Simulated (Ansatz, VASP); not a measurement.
# InGe3S2: VASP beside Ansatz

```
CELL_PARAMETERS angstrom
-2.77066 2.77066 4.83260
2.77066 -2.77066 4.83260
2.77066 2.77066 -4.83260
ATOMIC_POSITIONS crystal
In 0.50000 0.50000 0.00000
Ge 0.50000 0.00000 0.50000
Ge 0.00000 0.50000 0.50000
Ge 0.00000 0.00000 0.00000
S 0.75000 0.25000 0.50000
S 0.25000 0.75000 0.50000
```

Alike in both runs: functional PBE; k mesh 4 × 4 × 4; occupations gaussian, width 0.1 eV; no spin polarisation.

Ansatz relaxed the structure, and its values are those at the end. VASP's run is a single point on that final structure, the one shown.

|  | VASP | Ansatz |
| --- | --- | --- |
| version | VASP 6.6.1 | Ansatz 0.2.0 |
| potentials or method | VASP PAW PBE potentials, release 64 (In_d, Ge_d, S), cutoff 520 eV | scalar-relativistic, plane waves, PAW |
| valence electrons in the cell | 67 | 67 |

|  | VASP | Ansatz | Ansatz less VASP |
| --- | --- | --- | --- |
| gap on the k mesh at the Fermi level (eV) | none | none | - |
| pressure (GPa) | 0.0 | 0.0 | +0.02 |

A gap of «none» marks a metal or a gap that the smearing closes.

The k mesh is coarse, so the values compare programs but aren't converged.
